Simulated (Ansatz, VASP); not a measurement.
# SiO2 in VASP and in Ansatz

The input INCAR:

```
PREC = Accurate
ENCUT = 910
EDIFF = 1E-6
ISMEAR = 0
SIGMA = 0.05
LREAL = False
LASPH = True
NELM = 120
ALGO = Normal
ISIF = 2
LWAVE = False
LCHARG = False
NBANDS = 25
GGA_COMPAT = False
```

Contents of KPOINTS:

```
Automatic mesh
0
Gamma
  6 6 8
```

Contents of POSCAR:

```
SiO2
1.0
    4.2050000000      0.0000000000      0.0000000000
    0.0000000000      4.2050000000      0.0000000000
    0.0000000000      0.0000000000      2.4058000000
Si O
2 4
Direct
    0.5000000000      0.5000000000      0.5000000000
    0.0000000000      0.0000000000      0.0000000000
    0.6944252994      0.6944252994      0.0000000000
    0.1944252994      0.8055747006      0.5000000000
    0.3055747006      0.3055747006      0.0000000000
    0.8055747006      0.1944252994      0.5000000000
```

Input for Ansatz:

```yaml
crystal:
  lattice:
    - [4.205, 0.0, 0.0]
    - [0.0, 4.205, 0.0]
    - [0.0, 0.0, 2.4058]
  atoms:
    - { symbol: Si, position: [0.5, 0.5, 0.5] }
    - { symbol: Si, position: [0.0, 0.0, 0.0] }
    - { symbol: O, position: [0.6944252994, 0.6944252994, 0.0] }
    - { symbol: O, position: [0.1944252994, 0.8055747006, 0.5] }
    - { symbol: O, position: [0.3055747006, 0.3055747006, 0.0] }
    - { symbol: O, position: [0.8055747006, 0.1944252994, 0.5] }
basis:
  ecutwfc: 520.0
kpoints:
  mp_grid: { grid: [6, 6, 8] }
hamiltonian:
  xc: lda
  pseudopotentials: { kind: paw, azcp: { folder: soft_1 } }
scf:
  occupations: { method: gaussian, width: 0.05 }
output:
  forces: true
  stress: true
  eigenvalues: true
```

Alike in both runs: task single point; functional LDA; k mesh 6 × 6 × 8; occupations gaussian, width 0.05 eV; no spin polarisation.

```csv
,VASP,Ansatz
version,VASP 6.6.1,Ansatz 0.2.0
potentials or method,"VASP PAW LDA potentials, release 64 (Si, O_h), cutoff 910 eV","scalar-relativistic, plane waves, PAW"
valence electrons in the cell,32,32
```

VASP gave:

```
gap on the k mesh at the Fermi level (eV) : 7.37
least direct gap on the mesh (eV)         : 7.37
rms of the force components (eV/Å)        : 0.130
```

Task: What did Ansatz give for the same quantities?

Result: gap on the k mesh at the Fermi level (eV): 7.35; least direct gap on the mesh (eV): 7.35; rms of the force components (eV/Å): 0.109.

Ansatz warns that its potentials were made for another functional, while VASP's fit it. LDA's correlation is that of Perdew and Zunger in VASP and of Perdew and Wang (1992) in Ansatz. Atom by atom the forces differ by 0.022 eV/Å (rms over components).

Noted on VASP's run: the cutoff is short for stress, so the pressure is rough.
